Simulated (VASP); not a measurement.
Crystal: KF.

```xyz
2
Lattice="3.1789 0.0000 0.0000 0.0000 3.1789 0.0000 0.0000 0.0000 3.1789" Properties=species:S:1:pos:R:3 pbc="T T T"
K     0.0000    0.0000    0.0000
F     1.5894    1.5894    1.5894
```

Base run:

| Property | Result |
| --- | --- |
| Program | VASP 6.6.1 |
| Functional | r2SCAN |
| Potentials or basis | VASP PAW PBE potentials, release 64 (K_sv, F) |
| Cutoff | 520 eV |
| k mesh | 8 × 8 × 8 |
| Occupations | gaussian, width 0.01 eV |
| Spin | no spin polarisation |

Its results: band gap on the k mesh 7.73 eV, indirect (least direct gap 7.76 eV); pressure 0.0 GPa.

Problem. The run is repeated on the same cell with these changes: functional from r2SCAN to PBE; k mesh from 8 × 8 × 8 to 4 × 4 × 4. What comes out?

Solution. Band gap on the k mesh 6.80 eV, indirect (least direct gap 6.83 eV); pressure 3.0 GPa.

Several settings changed at once, so the effect can't be laid on one alone.

Caveats: some runs use coarse meshes; the PAW data sets were made with another functional, which shifts forces and pressure a little (some runs).

A k mesh can miss the band edges.
